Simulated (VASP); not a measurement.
A run of VASP 6.6.1 is set up as follows.

Contents of INCAR:

```
ALGO = Normal ; EDIFF = 1E-6
ENCUT = 520 ; GGA = CA
ISIF = 2 ; ISMEAR = -1
ISPIN = 2 ; LASPH = True
LCHARG = False ; LMAXMIX = 4
LORBIT = 11 ; LREAL = False
LWAVE = False ; MAGMOM = 0.28
NBANDS = 15 ; NELM = 150
NUPDOWN = 0.28 ; PREC = Accurate
SIGMA = 0.05
```

Contents of KPOINTS:

```
k-points
0
Gamma
  17 17 17
```

The input POSCAR:

```
Ni
1.0
   -1.3837154700      1.3837154700      1.3837154700
    1.3837154700     -1.3837154700      1.3837154700
    1.3837154700      1.3837154700     -1.3837154700
Ni
1
Direct
    0.0000000000      0.0000000000      0.0000000000
```

Potentials or basis: VASP PAW LDA potentials, release 64 (Ni).

Launch:

```sh
$ cat potpaw_LDA.64/Ni/POTCAR > POTCAR
$ mpirun -np 1 vasp_std > vasp.out
```

Problem. What does it give for the pressure?

Solution. -11.4 GPa.

Caveat: the total moment is fixed, so each spin has its own Fermi level.
